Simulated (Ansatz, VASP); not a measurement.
## One calculation of Co, two programs

Contents of INCAR:

```
SYSTEM = Co
PREC = Accurate
ENCUT = 520
EDIFF = 1E-7
ISMEAR = 0
SIGMA = 0.1
LREAL = .FALSE.
LASPH = .TRUE.
NELM = 150
ALGO = Normal
ISIF = 2
LWAVE = .FALSE.
LCHARG = .TRUE.
ISPIN = 2
MAGMOM = 3 -3
LORBIT = 11
LMAXMIX = 4
LDIPOL = .TRUE.
IDIPOL = 3
DIPOL = 0.5 0.5 0.500
GGA = PE
LELF = .TRUE.
LVHAR = .TRUE.
LVACPOTAV = .TRUE.
NBANDS = 20
```

Contents of KPOINTS:

```
regular mesh
0
G
  8 8 1
  0 0 0
```

POSCAR

```
Co
1.0
    2.0896590000      0.0000000000      0.0000000000
    0.0000000000      2.0896590000      0.0000000000
    0.0000000000      0.0000000000     17.0000000000
Co
2
Direct
    0.5000000000      0.5000000000      0.5837927100
    0.5000000000      0.5000000000      0.4162072900
```

Input for Ansatz:

```yaml
crystal:
  lattice:
    - [2.089659, 0.0, 0.0]
    - [0.0, 2.089659, 0.0]
    - [0.0, 0.0, 17.0]
  atoms:
    - { symbol: Co, position: [0.5, 0.5, 0.58379271], spin: 3.0 }
    - { symbol: Co, position: [0.5, 0.5, 0.41620729], spin: -3.0 }
  periodic: [true, true, false]
basis:
  ecutwfc: 420
kpoints:
  mp_grid: { grid: [8, 8, 1] }
hamiltonian:
  xc: pbe
scf:
  occupations: { method: gaussian, width: 0.1 }
  lower_state_search: "off"
output:
  forces: true
  stress: true
  eigenvalues: true
  populations: true
magnetization:
  spin_polarized: true
```

Alike in both runs: task single point; functional PBE; k mesh 8 × 8 × 1; occupations gaussian, width 0.1 eV; collinear spin.

```csv
,VASP,Ansatz
version,VASP 6.6.1,Ansatz 0.2.0
potentials or method,"VASP PAW PBE potentials, release 64 (Co), cutoff 520 eV","scalar-relativistic, plane waves, PAW"
valence electrons in the cell,18,34
```

|  | VASP | Ansatz | Ansatz less VASP |
| --- | --- | --- | --- |
| gap on the k mesh at the Fermi level (eV) | none | none | - |
| rms of the force components (eV/Å) | 0.303 | 0.300 | -0.0027 |
| net moment per atom (μB) | 0.00 | 0.00 | 0.000 |
| size of the moment on the site where the two differ most (μB) | 1.66 | 1.65 | -0.008 |

Site moments also hang on the region over which each program counts them. Atom by atom the forces differ by 0.003 eV/Å (rms over components). A gap of «none» marks a metal or a gap that the smearing closes. VASP's potentials hold 18 valence electrons a cell and Ansatz's 34, so a difference there can come from the potentials and not from the codes. Ansatz's warnings: slab cell height set.

The k mesh is coarse, so the values compare programs but aren't converged.
